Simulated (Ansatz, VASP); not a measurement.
**Mg6O5: VASP beside Ansatz**

```xyz
11
Lattice="5.5909 0.0000 0.0000 0.0000 5.5909 0.0000 0.0000 0.0000 5.5909" Properties=species:S:1:pos:R:3 pbc="T T T"
Mg    1.3977    0.0000    2.7954
Mg    0.0000    2.7954    1.3977
Mg    2.7954    4.1931    0.0000
Mg    4.1931    0.0000    2.7954
Mg    0.0000    2.7954    4.1931
Mg    2.7954    1.3977    0.0000
O     2.7954    0.0000    1.3977
O     0.0000    4.1931    2.7954
O     4.1931    2.6204    0.0000
O     2.7954    0.0000    4.1931
O     0.0000    1.3977    2.7954
```

Change from the starting cell: O vacancy; atom 9 moved 0.000 of the way to it and -0.175 Å across, host rigid.

Alike in both runs: task single point; functional PBEsol; k mesh 4 × 4 × 4; occupations gaussian, width 0.05 eV; no spin polarisation.

```csv
,VASP,Ansatz
version,VASP 6.6.1,Ansatz 0.2.0
potentials or method,"VASP PAW PBE potentials, release 64 (Mg, O), cutoff 520 eV","scalar-relativistic, plane waves, PAW"
valence electrons in the cell,42,90
```

Ansatz gave:

```
gap on the k mesh at the Fermi level (eV)                     : 1.06
least direct gap on the mesh (eV)                             : 1.91
pressure (GPa)                                                : 0.4
traceless stress, the component that is largest in VASP (GPa) : 1.48
rms of the force components (eV/Å)                            : 0.388
```

Q: Estimate VASP's values.

A: gap on the k mesh at the Fermi level (eV): 1.07; least direct gap on the mesh (eV): 1.92; pressure (GPa): 0.2; traceless stress, the component that is largest in VASP (GPa): 1.51; rms of the force components (eV/Å): 0.396.

VASP's potentials were made for PBE, not for PBEsol, and Ansatz warns of the same on its side. Atom by atom the forces differ by 0.010 eV/Å (rms over components). VASP's potentials hold 42 valence electrons a cell and Ansatz's 90, so a difference there can come from the potentials and not from the codes.
